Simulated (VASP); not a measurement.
# ZrC (Fm-3m) in VASP: further runs, part 3 of 3

VASP 6.6.1. Earlier steps stand in the parts before.

## (6) Relaxation of the atoms, PBEsol

This run uses another cell than the first one, of 8.51 Å³/atom.

Contents of INCAR:

```
SYSTEM = ZrC
PREC = Accurate
ENCUT = 520
EDIFF = 1E-6
ISMEAR = -1
SIGMA = 0.05
LREAL = .FALSE.
LASPH = .TRUE.
NELM = 100
ALGO = Normal
ISIF = 2
LWAVE = .FALSE.
LCHARG = .FALSE.
GGA = PS
IBRION = 2
NSW = 50
EDIFFG = -0.01
```

Contents of KPOINTS:

```
Automatic mesh
0
G
  13 13 13
  0 0 0
```

Contents of POSCAR:

```
ZrC
1.0
    0.0000000000      2.0412345792      2.0412345792
    2.0412345792      0.0000000000      2.0412345792
    2.0412345792      2.0412345792      0.0000000000
Zr C
1 1
Direct
    0.0000000000      0.0000000000      0.0000000000
    0.5000000000      0.5000000000      0.5000000000
```

Potentials or basis: VASP PAW PBE potentials, release 64 (Zr_sv, C).

The run is started by

```sh
$ cat potpaw_PBE.64/Zr_sv/POTCAR potpaw_PBE.64/C/POTCAR > POTCAR
$ mpirun -np 1 vasp_std > vasp.out
```

OUTCAR:

```text
SYSTEM = ZrC
   PREC = Accurate
   ENCUT = 520
   EDIFF = 1E-6
   ISMEAR = -1
   LREAL = .FALSE.
   LASPH = .TRUE.
   NELM = 100
   ISIF = 2
   GGA = PS
   IBRION = 2
   NSW = 50
   EDIFFG = -0.01

 ion  position               nearest neighbor table
   1  0.000  0.000  0.000-   2 2.04   2 2.04   2 2.04   2 2.04   2 2.04   2 2.04
   2  0.500  0.500  0.500-   1 2.04   1 2.04   1 2.04   1 2.04   1 2.04   1 2.04

  LATTYP: Found a face centered cubic cell.
 ALAT       =     4.0824691584

  Lattice vectors:

 A1 = (   0.0000000000,   2.0412345792,   2.0412345792)
 A2 = (   2.0412345792,   0.0000000000,   2.0412345792)
 A3 = (   2.0412345792,   2.0412345792,   0.0000000000)

Analysis of symmetry for initial positions (statically):
=====================================================================
 Subroutine PRICEL returns:
 Original cell was already a primitive cell.

 Routine SETGRP: Setting up the symmetry group for a
 face centered cubic supercell.

 Subroutine GETGRP returns: Found 48 space group operations
 (whereof 48 operations were pure point group operations)
 out of a pool of 48 trial point group operations.

The static configuration has the point symmetry O_h .

Analysis of symmetry for dynamics (positions and initial velocities):
=====================================================================
 Subroutine PRICEL returns:
 Original cell was already a primitive cell.

 Routine SETGRP: Setting up the symmetry group for a
 face centered cubic supercell.

 Subroutine GETGRP returns: Found 48 space group operations
 (whereof 48 operations were pure point group operations)
 out of a pool of 48 trial point group operations.

The dynamic configuration has the point symmetry O_h .

 Subroutine INISYM returns: Found 48 space group operations
 (whereof 48 operations are pure point group operations),
 and found     1 'primitive' translations

----------------------------------------------------------------------------------------

                                     Primitive cell

  volume of cell :      17.0102

  direct lattice vectors                    reciprocal lattice vectors
     0.000000000  2.041234579  2.041234579    -0.244949799  0.244949799  0.244949799
     2.041234579  0.000000000  2.041234579     0.244949799 -0.244949799  0.244949799
     2.041234579  2.041234579  0.000000000     0.244949799  0.244949799 -0.244949799

  length of vectors
     2.886741626  2.886741626  2.886741626     0.424265497  0.424265497  0.424265497

  position of ions in fractional coordinates (direct lattice)
     0.000000000  0.000000000  0.000000000
     0.500000000  0.500000000  0.500000000

  ion indices of the primitive-cell ions
   primitive index   ion index
                 1           1
                 2           2

----------------------------------------------------------------------------------------

 KPOINTS: Automatic mesh

Automatic generation of k-mesh.
 Grid dimensions read from file:
 generate k-points for:   13   13   13

 Generating k-lattice:

  Cartesian coordinates                     Fractional coordinates (reciprocal lattice)
    -0.018842292  0.018842292  0.018842292     0.076923077  0.000000000  0.000000000
     0.018842292 -0.018842292  0.018842292     0.000000000  0.076923077  0.000000000
[... 42 lines left out ...]
   total plane-waves  NPLWV =  13824
   dimension x,y,z NGX =    24 NGY =   24 NGZ =   24
   dimension x,y,z NGXF=    48 NGYF=   48 NGZF=   48
   ions per type =               1   1
   NGX,Y,Z   is equivalent  to a cutoff of  13.82, 13.82, 13.82 a.u.
   NGXF,Y,Z  is equivalent  to a cutoff of  27.64, 27.64, 27.64 a.u.
 SYSTEM =  ZrC
   PREC   = accura    normal or accurate (medium, high low for compatibility)
   ISTART =      0    job   : 0-new  1-cont  2-samecut
   ICHARG =      2    charge: 1-file 2-atom 10-const
   ISPIN  =      1    spin polarized calculation?
   LNONCOLLINEAR =      F non collinear calculations
   LSORBIT =      F    spin-orbit coupling
   LASPH  =      T    aspherical Exc in radial PAW
   ENCUT  =  520.0 eV  38.22 Ry    6.18 a.u.   5.37  5.37  5.37*2*pi/ulx,y,z
   NELM   =    100;   NELMIN=  2; NELMDL= -5     # of ELM steps
   EDIFF  = 0.1E-05   stopping-criterion for ELM
   LREAL  =      F    real-space projection
   EDIFFG = -.1E-01   stopping-criterion for IOM
   NSW    =     50    number of steps for IOM
   IBRION =      2    ionic relax: 0-MD 1-quasi-New 2-CG
   NFREE  =      1    steps in history (QN), initial steepest desc. (CG)
   ISIF   =      2    stress and relaxation
   ISYM   =      2    0-nonsym 1-usesym 2-fastsym
   POTIM  = 0.5000    time-step for ionic-motion
   TEBEG  =    0.0;   TEEND  =   0.0 temperature during run
   PSTRESS=    0.0 pullay stress
   NELECT =      16.0000    total number of electrons
   NUPDOWN=      -1.0000    fix difference up-down
   EMIN   =  10.00;   EMAX   =-10.00  energy-range for DOS
   EFERMI =   0.00;   METHOD = LEGACY
   ISMEAR =    -1;   SIGMA  =   0.05  broadening in eV -4-tet -1-fermi 0-gaus
   EFERMI_NEDOS =   21; number of points for ismear=-14 and -15
   IALGO  =     38    algorithm
   IMIX   =      4    mixing-type and parameters
     AMIX     =   0.40;   BMIX     =  1.00
     AMIX_MAG =   1.60;   BMIX_MAG =  1.00
  volume/ion in A,a.u.               =       8.51        57.40
  Fermi-wavevector in a.u.,A,eV,Ry     =   1.604028  3.031173 35.006503  2.572905
  Thomas-Fermi vector in A             =   2.700597
   LORBIT       =      0    0 simple, 1 ext, 2 COOP (PROOUT), +10 PAW based schemes
   GGA     = PS    functional components
   LHFCALC =     F    Hartree Fock is set to
   AEXX    =    0.0000 exact exchange contribution
   IVDW    =     0    specifies the selected vdW correction
   LEPSILON=     F    determine dielectric tensor
   LRPA    =     F    only Hartree local field effects (RPA)
 conjugate gradient relaxation of ions
 non-spin polarized calculation
  energy-cutoff  :      520.00
  volume of cell :       17.01
 maximum number of plane-waves:       471
 NGX is ok and might be reduce to    24
   NGX = 11   NGY = 11   NGZ = 11

 number of electron      16.0000001 magnetization

 Free energy of the ion-electron system (eV)
  ---------------------------------------------------
  ext. energy  EPLUGINS =         0.00000000
  ---------------------------------------------------
  free energy    TOTEN  =       -16.56924040 eV

  energy without entropy =      -16.56732083  energy(sigma->0) =      -16.56828062

 E-fermi :  15.3337     XC(G=0): -14.5035

 val. band max:       15.3321390436   @ k =   0.2308   0.1538   0.0000
 cond. band min:      15.4567223383   @ k =   0.4615   0.3846   0.0000
 fundamental gap:      0.1245832947
 Fermi energy:        15.3336939312

 k-point     1 :       0.0000    0.0000    0.0000
  band No.  band energies     occupation
      1     -31.6911      2.00000
      2      -8.6006      2.00000
      3      -8.6006      2.00000
      4      -8.6006      2.00000
      5       3.0320      2.00000
      6      16.1166      0.00000
      7      16.1166      0.00000
      8      16.1166      0.00000
      9      16.2147      0.00000
     10      16.2147      0.00000
     11      16.2147      0.00000
     12      19.2097      0.00000
[... 331 lines left out ...]
 k-point    24 :       0.4615    0.1538    0.0000
  band No.  band energies     occupation
      1     -31.0598      2.00000
      2     -11.5672      2.00000
      3      -9.2813      2.00000
      4      -9.0775      2.00000
      5       6.4301      2.00000
      6       9.6219      2.00000
      7      11.6323      2.00000
      8      12.1367      2.00000
      9      18.2568      0.00000
     10      22.6208      0.00000
     11      23.4026      0.00000
     12      26.5067      0.00000

 [... further k-points ...]

------------------------ aborting loop because EDIFF is reached ----------------------------------------

  FORCE on cell =-STRESS in cart. coord.  units (eV):
  Direction    XX          YY          ZZ          XY          YZ          ZX
  --------------------------------------------------------------------------------------
  -------------------------------------------------------------------------------------
  Total       22.3117036     22.3117036     22.3117036      0.0000000     -0.0000000      0.0000000
  in kB     2101.5250362   2101.5250362   2101.5250362      0.0000000     -0.0000000      0.0000000
  external PRESSURE =    2101.5250362 kB  Pullay stress =       0.0000000 kB

 VOLUME and BASIS-vectors are now :
 -----------------------------------------------------------------------------
  energy-cutoff  :      520.00
  volume of cell :       17.01
      direct lattice vectors                 reciprocal lattice vectors
     0.000000000  2.041234579  2.041234579    -0.244949799  0.244949799  0.244949799
     2.041234579  0.000000000  2.041234579     0.244949799 -0.244949799  0.244949799
     2.041234579  2.041234579  0.000000000     0.244949799  0.244949799 -0.244949799

 POSITION                                       TOTAL-FORCE (eV/Angst)
 -----------------------------------------------------------------------------------
      0.00000      0.00000      0.00000         0.000000      0.000000     -0.000000
      2.04123      2.04123      2.04123        -0.000000     -0.000000      0.000000
 -----------------------------------------------------------------------------------
    total drift:                                0.000000     -0.000000     -0.000000

  FREE ENERGIE OF THE ION-ELECTRON SYSTEM (eV)
  ---------------------------------------------------
  free  energy   TOTEN  =       -16.5692403995 eV

  energy  without entropy=      -16.5673208306  energy(sigma->0) =      -16.56828062

 reached required accuracy - stopping structural energy minimisation
```

OSZICAR:

```text
N       E                     dE             d eps       ncg     rms          rms(c)
DAV:   1     0.118679322307E+03    0.11868E+03   -0.96052E+03  2016   0.143E+03
DAV:   2    -0.139014774948E+02   -0.13258E+03   -0.12449E+03  2312   0.360E+02
DAV:   3    -0.191726823838E+02   -0.52712E+01   -0.51668E+01  2768   0.647E+01
DAV:   4    -0.193446139922E+02   -0.17193E+00   -0.17182E+00  2436   0.115E+01
DAV:   5    -0.193510630650E+02   -0.64491E-02   -0.64489E-02  2976   0.166E+00    0.520E+01
DAV:   6    -0.165070563130E+02    0.28440E+01   -0.92167E+00  2220   0.277E+01    0.243E+01
DAV:   7    -0.165530187044E+02   -0.45962E-01   -0.26185E-01  2696   0.477E+00    0.129E+01
DAV:   8    -0.165701993727E+02   -0.17181E-01   -0.46518E-02  3108   0.216E+00    0.121E+00
DAV:   9    -0.165691927282E+02    0.10066E-02   -0.38499E-03  2232   0.458E-01    0.637E-01
DAV:  10    -0.165692428841E+02   -0.50156E-04   -0.74715E-04  2172   0.358E-01    0.721E-02
DAV:  11    -0.165692427350E+02    0.14917E-06   -0.31973E-05  2680   0.609E-02    0.962E-03
DAV:  12    -0.165692408107E+02    0.19242E-05   -0.10562E-06  1240   0.154E-02    0.142E-02
DAV:  13    -0.165692403995E+02    0.41123E-06   -0.21185E-07  1120   0.401E-03
   1 F= -.16569240E+02 E0= -.16568281E+02  d E =-.165692E+02
```

CONTCAR:

```text
ZrC
   1.00000000000000
     0.0000000000000000    2.0412345792000002    2.0412345792000002
     2.0412345792000002    0.0000000000000000    2.0412345792000002
     2.0412345792000002    2.0412345792000002    0.0000000000000000
  Zr              C
     1     1
Direct
     0.0000000000000000    0.0000000000000000    0.0000000000000000
     0.5000000000000000    0.5000000000000000    0.5000000000000000

  0.00000000E+00  0.00000000E+00  0.00000000E+00
  0.00000000E+00  0.00000000E+00  0.00000000E+00
```

Run time: 24 s. Hardware: 1 thread of Intel Xeon 8259CL, shared host; peak memory 0.15 GiB.

Results:

```
Free energy             : -16.5692 eV
Pressure after relaxing : 210.2 GPa
Band gap on the k mesh  : zero (bands 8 and 9 overlap by 1.32 eV)
```

Final structure:
```yaml
crystal:
  lattice:
    - [0.00000, 2.04123, 2.04123]
    - [2.04123, 0.00000, 2.04123]
    - [2.04123, 2.04123, 0.00000]
  atoms:
    - { symbol: Zr, position: [0.00000, 0.00000, 0.00000] }
    - { symbol: C, position: [0.50000, 0.50000, 0.50000] }
```

Levels at points of the mesh, in eV from the Fermi level:
```
           k point  band 6  band 7  band 8  band 9  band 10  band 11
(0.00, 0.00, 0.00)    0.78    0.78    0.78    0.88     0.88     0.88
```

Caveat: the relaxation stopped at its first step, so nothing moved; the PAW data sets were made with another functional, which shifts forces and pressure a little.

## (7) Summary

```tsv
task	cell	gap on the mesh (eV)	pressure (GPa)
single point	a = 3.028 Å, angles 60.0°, 2 atoms	none	103.2
single point	a = 3.332 Å, angles 60.0°, 2 atoms	none	-5.9
relaxation of the atoms	atoms relaxed from a = 2.645 Å, angles 60.0°, 2 atoms	none	544.1
relaxation of the atoms	atoms relaxed from a = 2.887 Å, angles 60.0°, 2 atoms	none	210.2
```

Alike in all rows: level PBEsol; potentials or basis VASP PAW PBE potentials, release 64 (Zr_sv, C); no spin polarisation; k mesh 13 × 13 × 13; cutoff (eV) 520; smearing fermi-dirac 0.05 eV.

Caveats: the PAW data sets were made with another functional, which shifts forces and pressure a little; the relaxation stopped at its first step, so nothing moved (at least some runs); the cell stands under pressure (at least some runs); the cell stands under tension (at least some runs).

Absolute energies hang on the potentials; compare differences alone.
